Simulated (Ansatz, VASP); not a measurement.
**SiC in VASP and in Ansatz**

```xyz
8
Lattice="3.1379 0.0000 0.0000 -1.5690 2.7175 0.0000 0.0000 0.0000 10.2744" Properties=species:S:1:pos:R:3 pbc="T T T"
Si    1.5690    0.9058    9.6357
Si    0.0000    1.8117    4.4985
Si    0.0000    0.0000    7.0676
Si    0.0000    0.0000    1.9305
C     1.5690    0.9058    7.7037
C     0.0000    1.8117    2.5665
C     0.0000    0.0000    5.1420
C     0.0000    0.0000    0.0048
```

Alike in both runs: task single point; functional r2SCAN; k mesh 9 × 9 × 2; no spin polarisation.

|  | VASP | Ansatz |
| --- | --- | --- |
| version | VASP 6.6.1 | Ansatz 0.2.0 |
| potentials or method | VASP PAW PBE potentials, release 64 (Si, C) | plane waves, PAW |
| plane-wave cutoff (eV) | 520 | 500 |
| occupations | gaussian, width 0.01 eV | fixed |
| valence electrons in the cell | 32 | 32 |

VASP gave:

- gap on the k mesh at the Fermi level (eV): 2.68
- pressure (GPa): -12.0
- traceless stress, the component that is largest in VASP (GPa): 0.12
- rms of the force components (eV/Å): 0.007

Problem. What did Ansatz give for the same quantities?

Solution. gap on the k mesh at the Fermi level (eV): 2.67; pressure (GPa): -11.8; traceless stress, the component that is largest in VASP (GPa): 0.11; rms of the force components (eV/Å): 0.007.

VASP's potentials were made for PBE, not for r2SCAN. Atom by atom the forces differ by 0.001 eV/Å (rms over components).
